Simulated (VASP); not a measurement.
# CoSi2 (Immm) in VASP: a series of runs

CoSi2 is run at these levels: PBE; tasks: single point.

All numbers are computed with VASP 6.6.1; they aren't measurements. Logs are shortened: lines on timing, memory, paths and dates and some standing lists are left out, and cuts for length are marked.

## Step 1: The cell of the first run

The structure is orthorhombic, space group Immm (No. 71). Conventional cell: a = 3.746 Å, b = 3.746 Å, c = 5.485 Å, α = 90.00°, β = 90.00°, γ = 90.00°. Co (site symmetry mmm) has 8 Si at 2.27 to 2.37 Å within 3.0 Å. Within 3.0 Å of Si (site symmetry mm2) lie 4 Co at 2.27 to 2.37 Å and 6 Si at 2.57 to 2.91 Å.

## Step 2: Single point, PBE (mode 6 frozen in at -0.082 Å, strain +e along z and -e/2 along x and y +0.0233)

File INCAR:

```
SYSTEM = CoSi2
PREC = Accurate
ENCUT = 520
EDIFF = 1E-7
ISMEAR = 0
SIGMA = 0.15
LREAL = .False.
LASPH = .True.
NELM = 60
ALGO = Normal
ISIF = 2
LWAVE = .False.
LCHARG = .False.
GGA = PE
NBANDS = 16
```

File KPOINTS:

```
Automatic mesh
0
Gamma
  12 12 12
  0 0 0
```

File POSCAR:

```
CoSi2
1.0
    0.0000000000      2.6489523179      2.7426244821
    2.6489523179      0.0000000000      2.7426244821
    2.6489523179      2.6489523179      0.0000000000
Co Si
1 2
Direct
    0.0000000000      0.0000000000      0.0000000000
    0.2347024993      0.2347024993      0.2652975007
    0.7652975007      0.7652975007      0.7347024993
```

Potentials or basis: VASP PAW PBE potentials, release 64 (Co, Si).

Run with:

```bash
cat potpaw_PBE.64/Co/POTCAR potpaw_PBE.64/Si/POTCAR > POTCAR
mpirun -np 1 vasp_std > vasp.out
```

OUTCAR:

```text
SYSTEM = CoSi2
   PREC = Accurate
   ENCUT = 520
   EDIFF = 1E-7
   ISMEAR = 0
   LREAL = .False.
   LASPH = .True.
   NELM = 60
   ISIF = 2
   GGA = PE

 ion  position               nearest neighbor table
   1  0.000  0.000  0.000-   3 2.27   2 2.27   3 2.27   2 2.27   3 2.37   3 2.37   2 2.37   2 2.37

   2  0.235  0.235  0.265-   1 2.27   1 2.27   1 2.37   1 2.37   3 2.57   3 2.65   3 2.65   3 2.65
                             3 2.65   3 2.91
   3  0.765  0.765  0.735-   1 2.27   1 2.27   1 2.37   1 2.37   2 2.57   2 2.65   2 2.65   2 2.65
                             2 2.65   2 2.91

  LATTYP: Found a body centered tetragonal cell.
 ALAT       =     3.7461842941
 C/A-ratio  =     1.4642229356

  Lattice vectors:

 A1 = (  -2.6489523179,   0.0000000000,   2.7426244821)
 A2 = (   2.6489523179,   0.0000000000,   2.7426244821)
 A3 = (   0.0000000000,   2.6489523179,  -2.7426244821)

Analysis of symmetry for initial positions (statically):
=====================================================================
 Subroutine PRICEL returns:
 Original cell was already a primitive cell.

 Routine SETGRP: Setting up the symmetry group for a
 body centered tetragonal supercell.

 Subroutine GETGRP returns: Found  8 space group operations
 (whereof  8 operations were pure point group operations)
 out of a pool of 16 trial point group operations.

The static configuration has the point symmetry D_2h.

Analysis of symmetry for dynamics (positions and initial velocities):
=====================================================================
 Subroutine PRICEL returns:
 Original cell was already a primitive cell.

 Routine SETGRP: Setting up the symmetry group for a
 body centered tetragonal supercell.

 Subroutine GETGRP returns: Found  8 space group operations
 (whereof  8 operations were pure point group operations)
 out of a pool of 16 trial point group operations.

The dynamic configuration has the point symmetry D_2h.

 Subroutine INISYM returns: Found  8 space group operations
 (whereof  8 operations are pure point group operations),
 and found     1 'primitive' translations

----------------------------------------------------------------------------------------

                                     Primitive cell

  volume of cell :      38.4897

  direct lattice vectors                    reciprocal lattice vectors
     0.000000000  2.648952318  2.742624482    -0.188753869  0.188753869  0.182307131
     2.648952318  0.000000000  2.742624482     0.188753869 -0.188753869  0.182307131
     2.648952318  2.648952318  0.000000000     0.188753869  0.188753869 -0.182307131

  length of vectors
     3.812995861  3.812995861  3.746184294     0.323252125  0.323252125  0.323252125

  position of ions in fractional coordinates (direct lattice)
     0.000000000  0.000000000  0.000000000
     0.234702499  0.234702499  0.265297501
     0.765297501  0.765297501  0.734702499

  ion indices of the primitive-cell ions
   primitive index   ion index
                 1           1
                 2           2
                 3           3

----------------------------------------------------------------------------------------

 KPOINTS: Automatic mesh

Automatic generation of k-mesh.
 Grid dimensions read from file:
 generate k-points for:   12   12   12

 Generating k-lattice:

  Cartesian coordinates                     Fractional coordinates (reciprocal lattice)
    -0.015729489  0.015729489  0.015192261     0.083333333  0.000000000  0.000000000
     0.015729489 -0.015729489  0.015192261     0.000000000  0.083333333  0.000000000
     0.015729489  0.015729489 -0.015192261     0.000000000  0.000000000  0.083333333

  Length of vectors
     0.026937677  0.026937677  0.026937677

  Shift w.r.t. Gamma in fractional coordinates (k-lattice)
     0.000000000  0.000000000  0.000000000

 Subroutine IBZKPT returns following result:
 ===========================================

 Found    280 irreducible k-points:

 Following reciprocal coordinates:
            Coordinates               Weight
  0.000000  0.000000  0.000000      1.000000
  0.083333 -0.000000  0.000000      4.000000
 -0.000000 -0.000000 -0.083333      4.000000
  0.166667  0.000000  0.000000      4.000000
 -0.000000 -0.000000 -0.166667      4.000000
  0.250000  0.000000  0.000000      4.000000
[... 16 lines left out ...]
  0.500000  0.083333  0.000000      4.000000
  0.083333  0.083333 -0.416667      4.000000
 [... further k-points ...]
   k-points           NKPTS =    280   k-points in BZ     NKDIM =    280   number of bands    NBANDS=     16
   number of dos      NEDOS =    301   number of ions     NIONS =      3
   total plane-waves  NPLWV =  21952
   dimension x,y,z NGX =    28 NGY =   28 NGZ =   28
   dimension x,y,z NGXF=    56 NGYF=   56 NGZF=   56
   ions per type =               1   2
   NGX,Y,Z   is equivalent  to a cutoff of  12.21, 12.21, 12.43 a.u.
   NGXF,Y,Z  is equivalent  to a cutoff of  24.42, 24.42, 24.85 a.u.
 SYSTEM =  CoSi2
   PREC   = accura    normal or accurate (medium, high low for compatibility)
   ISTART =      0    job   : 0-new  1-cont  2-samecut
   ICHARG =      2    charge: 1-file 2-atom 10-const
   ISPIN  =      1    spin polarized calculation?
   LNONCOLLINEAR =      F non collinear calculations
   LSORBIT =      F    spin-orbit coupling
   LASPH  =      T    aspherical Exc in radial PAW
   ENCUT  =  520.0 eV  38.22 Ry    6.18 a.u.   7.09  7.09  6.97*2*pi/ulx,y,z
   NELM   =     60;   NELMIN=  2; NELMDL= -5     # of ELM steps
   EDIFF  = 0.1E-06   stopping-criterion for ELM
   LREAL  =      F    real-space projection
   EDIFFG = 0.1E-05   stopping-criterion for IOM
   NSW    =      0    number of steps for IOM
   IBRION =     -1    ionic relax: 0-MD 1-quasi-New 2-CG
   NFREE  =      0    steps in history (QN), initial steepest desc. (CG)
   ISIF   =      2    stress and relaxation
   ISYM   =      2    0-nonsym 1-usesym 2-fastsym
   POTIM  = 0.5000    time-step for ionic-motion
   TEBEG  =    0.0;   TEEND  =   0.0 temperature during run
   PSTRESS=    0.0 pullay stress
   NELECT =      17.0000    total number of electrons
   NUPDOWN=      -1.0000    fix difference up-down
   EMIN   =  10.00;   EMAX   =-10.00  energy-range for DOS
   EFERMI =   0.00;   METHOD = LEGACY
   ISMEAR =     0;   SIGMA  =   0.15  broadening in eV -4-tet -1-fermi 0-gaus
   EFERMI_NEDOS =   21; number of points for ismear=-14 and -15
   IALGO  =     38    algorithm
   IMIX   =      4    mixing-type and parameters
     AMIX     =   0.40;   BMIX     =  1.00
     AMIX_MAG =   1.60;   BMIX_MAG =  1.00
  volume/ion in A,a.u.               =      12.83        86.58
  Fermi-wavevector in a.u.,A,eV,Ry     =   1.246741  2.355999 21.148396  1.554363
  Thomas-Fermi vector in A             =   2.380905
   LORBIT       =      0    0 simple, 1 ext, 2 COOP (PROOUT), +10 PAW based schemes
   GGA     = PE    functional components
   LHFCALC =     F    Hartree Fock is set to
   AEXX    =    0.0000 exact exchange contribution
   IVDW    =     0    specifies the selected vdW correction
   LEPSILON=     F    determine dielectric tensor
   LRPA    =     F    only Hartree local field effects (RPA)
 non-spin polarized calculation
 Gauss-broadening in eV      SIGMA  =   0.15
  energy-cutoff  :      520.00
  volume of cell :       38.49
 maximum number of plane-waves:      1054
   NGX = 15   NGY = 15   NGZ = 13

 number of electron      16.9999999 magnetization

 Free energy of the ion-electron system (eV)
  ---------------------------------------------------
  ext. energy  EPLUGINS =         0.00000000
  ---------------------------------------------------
  free energy    TOTEN  =       -19.22369467 eV

  energy without entropy =      -19.21224204  energy(sigma->0) =      -19.21796836

 E-fermi :  10.0703     XC(G=0): -11.7336

 val. band max:       10.0687556335   @ k =   0.0000  -0.1667   0.3333
 cond. band min:      10.0722017423   @ k =  -0.0000  -0.0000  -0.1667
 fundamental gap:      0.0034461088
 Fermi energy:        10.0702889233

 k-point     1 :       0.0000    0.0000    0.0000
  band No.  band energies     occupation
      1      -3.0690      2.00000
      2       5.8591      2.00000
      3       6.0298      2.00000
      4       6.0665      2.00000
      5       8.1240      2.00000
      6       8.2338      2.00000
[... 8 lines left out ...]
     15      15.9473      0.00000
     16      16.5791      0.00000

 k-point     2 :       0.0833   -0.0000    0.0000
  band No.  band energies     occupation
      1      -2.9651      2.00000
      2       5.7834      2.00000
      3       5.9001      2.00000
      4       6.0590      2.00000
      5       8.1019      2.00000
      6       8.2063      2.00000
[... 8 lines left out ...]
     15      15.7388      0.00000
     16      16.1577      0.00000

 k-point     3 :      -0.0000   -0.0000   -0.0833
  band No.  band energies     occupation
      1      -2.9629      2.00000
      2       5.6399      2.00000
      3       6.0430      2.00000
      4       6.1069      2.00000
      5       8.0840      2.00000
      6       8.1955      2.00000
[... 8 lines left out ...]
     15      15.4221      0.00000
     16      16.2759      0.00000

 k-point     4 :       0.1667    0.0000    0.0000
  band No.  band energies     occupation
      1      -2.6555      2.00000
      2       5.0684      2.00000
      3       6.0154      2.00000
      4       6.0984      2.00000
      5       8.0677      2.00000
      6       8.1432      2.00000
[... 8 lines left out ...]
     15      16.0003      0.00000
     16      16.4204      0.00000

 k-point     5 :      -0.0000   -0.0000   -0.1667
  band No.  band energies     occupation
      1      -2.6462      2.00000
      2       4.9716      2.00000
      3       6.1694      2.00000
      4       6.2175      2.00000
      5       7.9875      2.00000
      6       8.1103      2.00000
[... 8 lines left out ...]
     15      15.9269      0.00000
     16      16.3853      0.00000

 k-point     6 :       0.2500    0.0000    0.0000
  band No.  band energies     occupation
      1      -2.1477      2.00000
      2       4.0706      2.00000
      3       6.1355      2.00000
      4       6.1796      2.00000
      5       8.0890      2.00000
      6       8.0968      2.00000
[... 8 lines left out ...]
     15      16.7722      0.00000
     16      17.5748      0.00000

 k-point     7 :       0.0000    0.0000   -0.2500
  band No.  band energies     occupation
      1      -2.1248      2.00000
      2       4.0074      2.00000
      3       6.3638      2.00000
      4       6.3687      2.00000
      5       7.8972      2.00000
      6       8.0543      2.00000
[... 8 lines left out ...]
     15      16.8763      0.00000
     16      17.5476      0.00000

 k-point     8 :       0.3333    0.0000    0.0000
  band No.  band energies     occupation
      1      -1.4572      2.00000
      2       2.9296      2.00000
      3       6.1480      2.00000
      4       6.3462      2.00000
      5       8.1339      2.00000
      6       8.2079      2.00000
[... 8 lines left out ...]
     15      18.0873      0.00000
     16      18.8132      0.00000

 k-point     9 :       0.0000    0.0000   -0.3333
  band No.  band energies     occupation
      1      -1.4093      2.00000
      2       2.8717      2.00000
      3       6.4893      2.00000
      4       6.5773      2.00000
      5       7.9047      2.00000
      6       8.1147      2.00000
[... 8 lines left out ...]
     15      18.2051      0.00000
     16      18.7400      0.00000
[... 172 lines left out ...]
 k-point    19 :       0.3333    0.0833    0.0000
  band No.  band energies     occupation
      1      -1.6403      2.00000
      2       3.4129      2.00000
      3       6.1547      2.00000
      4       6.2135      2.00000
      5       7.8255      2.00000
      6       8.3138      2.00000
[... 8 lines left out ...]
     15      18.3701      0.00000
     16      18.9593      0.00000

 k-point    20 :       0.0833    0.0833   -0.2500
  band No.  band energies     occupation
      1      -1.6119      2.00000
      2       3.3665      2.00000
      3       6.3563      2.00000
      4       6.5056      2.00000
      5       7.4400      2.00000
      6       8.3015      2.00000
[... 8 lines left out ...]
     15      18.4170      0.00000
     16      18.8841      0.00000

 k-point    21 :       0.4167    0.0833    0.0000
  band No.  band energies     occupation
      1      -0.8548      2.00000
      2       2.2631      2.00000
      3       6.0678      2.00000
      4       6.3737      2.00000
      5       8.0239      2.00000
      6       8.2318      2.00000
[... 8 lines left out ...]
     15      19.5291      0.00000
     16      20.3016      0.00000

 k-point    22 :       0.0833    0.0833   -0.3333
  band No.  band energies     occupation
      1      -0.7872      2.00000
      2       2.1972      2.00000
      3       6.4733      2.00000
      4       6.6428      2.00000
      5       7.3424      2.00000
      6       8.0142      2.00000
[... 8 lines left out ...]
     15      19.8496      0.00000
     16      20.1383      0.00000

 k-point    23 :       0.5000    0.0833    0.0000
  band No.  band energies     occupation
      1      -0.0341      2.00000
      2       1.2473      2.00000
      3       5.9637      2.00000
      4       6.5018      2.00000
      5       7.9606      2.00000
      6       8.3875      2.00000
[... 8 lines left out ...]
     15      20.0055      0.00000
     16      21.1667      0.00000

 k-point    24 :       0.0833    0.0833   -0.4167
  band No.  band energies     occupation
      1       0.1951      2.00000
      2       1.0299      2.00000
      3       6.5696      2.00000
      4       6.5840      2.00000
      5       7.3282      2.00000
      6       8.1425      2.00000
[... 8 lines left out ...]
     15      20.6824      0.00000
     16      20.7563      0.00000

 [... further k-points ...]
[... 5 lines left out ...]
  --------------------------------------------------------------------------------------
  -------------------------------------------------------------------------------------
  Total        0.3777374      0.3777374     -0.1011303      1.5410797      0.0000000      0.0000000
  in kB       15.7237438     15.7237438     -4.2096630     64.1491703      0.0000000      0.0000000
  external PRESSURE =       9.0792749 kB  Pullay stress =       0.0000000 kB

 VOLUME and BASIS-vectors are now :
 -----------------------------------------------------------------------------
  energy-cutoff  :      520.00
  volume of cell :       38.49
      direct lattice vectors                 reciprocal lattice vectors
     0.000000000  2.648952318  2.742624482    -0.188753869  0.188753869  0.182307131
     2.648952318  0.000000000  2.742624482     0.188753869 -0.188753869  0.182307131
     2.648952318  2.648952318  0.000000000     0.188753869  0.188753869 -0.182307131

 POSITION                                       TOTAL-FORCE (eV/Angst)
 -----------------------------------------------------------------------------------
      0.00000      0.00000      0.00000         0.000000      0.000000     -0.000000
      1.32448      1.32448      1.28740         0.000000      0.000000      0.836107
      3.97343      3.97343      4.19785         0.000000      0.000000     -0.836107
 -----------------------------------------------------------------------------------
    total drift:                               -0.000000     -0.000000     -0.000000

  FREE ENERGIE OF THE ION-ELECTRON SYSTEM (eV)
  ---------------------------------------------------
  free  energy   TOTEN  =       -19.2236946735 eV

  energy  without entropy=      -19.2122420442  energy(sigma->0) =      -19.21796836
```

Run time: 78 s. Hardware: 1 thread of Intel Xeon 6975P-C (Granite Rapids), shared host; peak memory 0.28 GiB.

What came out:

| Property | Result |
| --- | --- |
| Free energy | -19.2237 eV |
| Pressure | 0.9 GPa |
| Largest force | 0.836 eV/Å |

Forces in eV/Å, atoms in the order of the input:
```
Co   0.000  0.000  0.000
Si   0.000  0.000  0.836
Si   0.000  0.000 -0.836
```

Stress tensor (GPa, compression positive):
```
 1.57  6.41  0.00
 6.41  1.57  0.00
 0.00  0.00 -0.42
```

Caveat: the cell differs from its parent crystal (mode 6 frozen in at -0.082 Å, strain +e along z and -e/2 along x and y +0.0233). Spin polarisation is off, so any magnetic state and its effect on volume and gap are missing.

## Step 3: Single point, PBE (mode 6 frozen in at -0.041 Å, strain +e along z and -e/2 along x and y +0.0233)

File INCAR:

```
SYSTEM = CoSi2
  PREC = Accurate
  ENCUT = 520
  EDIFF = 1E-7
  ISMEAR = 0
  SIGMA = 0.15
  LREAL = .False.
  LASPH = .True.
  NELM = 80
  ALGO = Normal
  ISIF = 2
  LWAVE = .False.
  LCHARG = .True.
  GGA = PE
  LELF = .True.
  LVHAR = .True.
  NBANDS = 16
```

File KPOINTS:

```
regular mesh
0
Gamma
  12 12 12
  0 0 0
```

File POSCAR:

```
CoSi2
1.0
    0.0000000000      2.6489523179      2.7426244821
    2.6489523179      0.0000000000      2.7426244821
    2.6489523179      2.6489523179      0.0000000000
Co Si
1 2
Direct
    0.0000000000      0.0000000000      0.0000000000
    0.2423512496      0.2423512496      0.2576487504
    0.7576487504      0.7576487504      0.7423512496
```

Potentials or basis: VASP PAW PBE potentials, release 64 (Co, Si).

Run with:

```bash
cat potpaw_PBE.64/Co/POTCAR potpaw_PBE.64/Si/POTCAR > POTCAR
mpirun -np 1 vasp_std > vasp.out
```

Run time: 73 s. Hardware: 1 thread of Intel Xeon 6975P-C (Granite Rapids), shared host; peak memory 0.28 GiB.

Results (log left out):

- Free energy: -19.2755 eV
- Pressure: 0.2 GPa
- Largest force: 0.408 eV/Å

Forces on the atoms (eV/Å):
```
Co   0.000  0.000  0.000
Si   0.000  0.000  0.408
Si   0.000  0.000 -0.408
```

Stress tensor (GPa, compression positive):
```
 1.05  3.25  0.00
 3.25  1.05  0.00
 0.00  0.00 -1.61
```

Levels at points of the mesh, in eV from the Fermi level:
| k point | band 6 | band 7 | band 8 | band 9 | band 10 | band 11 | band 12 | band 13 |
| --- | --- | --- | --- | --- | --- | --- | --- | --- |
| (0.00, 0.00, 0.00) | -1.81 | 0.76 | 3.20 | 3.24 | 3.29 | 3.39 | 3.69 | 3.71 |
| (0.50, 0.00, 0.00) | -1.63 | -1.51 | -0.44 | -0.32 | 2.63 | 3.17 | 3.53 | 4.39 |
| (0.00, 0.00, 0.50) | -1.65 | -1.61 | -0.88 | -0.24 | 2.81 | 3.36 | 3.47 | 4.40 |
| (0.50, 0.50, 0.00) | -2.04 | -1.98 | -1.89 | -1.29 | 1.73 | 3.05 | 8.53 | 9.60 |
| (0.50, 0.00, 0.50) | -2.02 | -1.97 | -1.73 | -1.31 | 1.49 | 2.88 | 8.56 | 9.05 |

Caveat: the cell differs from its parent crystal (mode 6 frozen in at -0.041 Å, strain +e along z and -e/2 along x and y +0.0233). Spin polarisation is off, so any magnetic state and its effect on volume and gap are missing.

(Continued in part 2 of 2.)
